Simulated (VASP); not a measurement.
Wanted: the native input for a VASP 6.6.1 run.

```yaml
Task: single point
Functional: PBE
Potentials_or_basis: VASP PAW PBE potentials, release 64 (Zr_sv, Zn, N)
Cutoff: 520 eV
k_mesh: 3 × 3 × 6
Occupations: gaussian, width 0.1 eV
Spin: collinear spin, ferromagnetic start
Starting_moments: "[1.0, 1.0, 1.0, 0.0, 0.0, 0.0] μB"
Dipole_correction: no
Further_INCAR_settings: ALGO = Normal; EDIFF = 1e-06; NBANDS = 42
```

The structure of Zr3ZnN2 lies in POSCAR:

```
Zr3ZnN2
1.0
    5.9876079891      0.0000000000      0.0000000000
   -2.9938039945      5.1854206264      0.0000000000
    0.0000000000      0.0000000000      3.0231401811
Zr Zn N
3 1 2
Direct
    0.5000000000      0.5000000000      0.5000000000
    0.5000000000      0.0000000000      0.5000000000
    0.0000000000      0.5000000000      0.5000000000
    0.0000000000      0.0000000000      0.0000000000
    0.6666666667      0.3333333333      0.0000000000
    0.3333333333      0.6666666667      0.0000000000
```

These files were run (other wordings do the same):

INCAR

```
  PREC = Accurate
  ENCUT = 520
  EDIFF = 1E-6
  ISMEAR = 0
  SIGMA = 0.1
  LREAL = False
  LASPH = True
  NELM = 150
  ALGO = Normal
  ISIF = 2
  LWAVE = False
  LCHARG = False
  ISPIN = 2
  MAGMOM = 1 1 1 0 0 0
  LORBIT = 11
  LMAXMIX = 4
  GGA = PE
  NBANDS = 42
```

KPOINTS

```
regular mesh
0
Gamma
  3 3 6
```

Potentials or basis: VASP PAW PBE potentials, release 64 (Zr_sv, Zn, N).

The run is started by

```console
$ cat potpaw_PBE.64/Zr_sv/POTCAR potpaw_PBE.64/Zn/POTCAR potpaw_PBE.64/N/POTCAR > POTCAR
$ mpirun -np 1 vasp_std > vasp.out
```

Results of the run:

| Quantity | Value |
| --- | --- |
| Pressure | 0.2 GPa |
| Net moment | 0.18 μB per cell |
| Site moments | Zr +0.04; Zn -0.00; N -0.00 μB |
| Valence electrons inside the program's atomic spheres | Zr 9.90; Zn 10.65; N 3.70 |

Caveat: the k points lie up to 0.40 Å⁻¹ apart.

Wall time 92 s on 1 thread of AMD EPYC 9R45 96-Core Processor (Zen 5), with other jobs on the host, peak memory 0.27 GiB.
